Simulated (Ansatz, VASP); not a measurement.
## Two plane-wave programs on MnO

INCAR

```
PREC     = Accurate       # precision mode
ENCUT    = 1340           # plane-wave cutoff, eV
EDIFF    = 1E-6           # SCF threshold, eV
ISMEAR   = 0              # smearing method
SIGMA    = 0.05           # smearing width, eV
LREAL    = F              # projectors in reciprocal space
LASPH    = T              # aspherical terms in the spheres
NELM     = 200            # most SCF steps
ALGO     = Normal         # electronic algorithm
ISIF     = 2              # what is computed and relaxed
LWAVE    = F              # write WAVECAR
LCHARG   = F              # write CHGCAR
ISPIN    = 2              # spin polarisation
MAGMOM   = 5 0            # initial moments
LORBIT   = 11             # projections on sites
LMAXMIX  = 4              # l up to which the mixer works
LDAU     = T              # DFT+U
LDAUTYPE = 2            
LDAUL    = 2 -1           # shell
LDAUU    = 3.9 0          # U, eV
LDAUJ    = 0 0          
LDAUPRINT= 1            
GGA      = PE             # functional
NBANDS   = 22             # bands
GGA_COMPAT= F
```

Contents of KPOINTS:

```
regular mesh
0
Gamma
  5 5 5
```

The input POSCAR:

```
MnO
1.0
    0.0000000000      2.2230000000      2.2230000000
    2.2230000000      0.0000000000      2.2230000000
    2.2230000000      2.2230000000      0.0000000000
Mn O
1 1
Direct
    0.0000000000      0.0000000000      0.0000000000
    0.5000000000      0.5000000000      0.5000000000
```

Input for Ansatz:

```yaml
crystal:
  lattice:
    - [0.0, 2.223, 2.223]
    - [2.223, 0.0, 2.223]
    - [2.223, 2.223, 0.0]
  atoms:
    - { symbol: Mn, position: [0.0, 0.0, 0.0], spin: 5.0 }
    - { symbol: O, position: [0.5, 0.5, 0.5] }
basis:
  ecutwfc: 420
  ecutrho_ratio: 4
kpoints:
  mp_grid: { grid: [5, 5, 5] }
hamiltonian:
  xc: pbe
  hubbard: { sites: [{ species: Mn, l: d, u_eff: 3.9 }] }
scf:
  occupations: { method: gaussian, width: 0.05 }
output:
  forces: true
  stress: true
  eigenvalues: true
  populations: true
  hubbard: { sites: [{ species: Mn, l: d }] }
magnetization:
  spin_polarized: true
```

Alike in both runs: task single point; functional PBE; k mesh 5 × 5 × 5; occupations gaussian, width 0.05 eV; collinear spin; Hubbard terms Mn d U = 3.9 eV.

|  | VASP | Ansatz |
| --- | --- | --- |
| version | VASP 6.6.1 | Ansatz 0.2.0 |
| potentials or method | VASP PAW PBE potentials, release 64 (Mn_sv, O_h), cutoff 1340 eV | scalar-relativistic, plane waves, PAW |
| valence electrons in the cell | 21 | 21 |

```csv
,VASP,Ansatz,Ansatz less VASP
gap on the k mesh at the Fermi level (eV),0.35,0.31,-0.035
least direct gap on the mesh (eV),2.72,2.58,-0.138
pressure (GPa),6.5,9.3,+2.75
net moment per atom (μB),2.50,2.50,0.000
size of the moment on the site where the two differ most (μB),4.50,4.28,-0.222
```

Site moments also hang on the region over which each program counts them. The programs project onto different local orbitals, so the same U acts differently, and such runs can settle in different states.

The k mesh is coarse, so the values compare programs but aren't converged.
